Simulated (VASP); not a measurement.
BaTe:

```xyz
2
Lattice="0.0000 3.5324 3.5324 3.5324 0.0000 3.5324 3.5324 3.5324 0.0000" Properties=species:S:1:pos:R:3 pbc="T T T"
Ba    0.0000    0.0000    0.0000
Te    3.5324    3.5324    3.5324
```

Base run:

* Program: VASP 6.6.1
* Functional: r2SCAN
* Potentials or basis: VASP PAW PBE potentials, release 64 (Ba_sv, Te)
* Cutoff: 520 eV
* k mesh: 6 × 6 × 6
* Occupations: gaussian, width 0.01 eV
* Spin: no spin polarisation

Its results: band gap on the k mesh 1.93 eV, indirect (least direct gap 2.32 eV); pressure 0.3 GPa.

The run is repeated on the same cell with these changes: functional from r2SCAN to PBE; further incar settings from ALGO = Normal; EDIFF = 1e-07; NBANDS = 15 to ALGO = Normal; EDIFF = 1e-06; NBANDS = 15. What comes out?

Band gap on the k mesh 1.58 eV, indirect (least direct gap 1.96 eV); pressure 0.3 GPa.

Caveats: spin-orbit coupling is left out, which moves the levels of the heavy elements; the PAW data sets were made with another functional, which shifts forces and pressure a little (some runs).

A k mesh can miss the band edges.
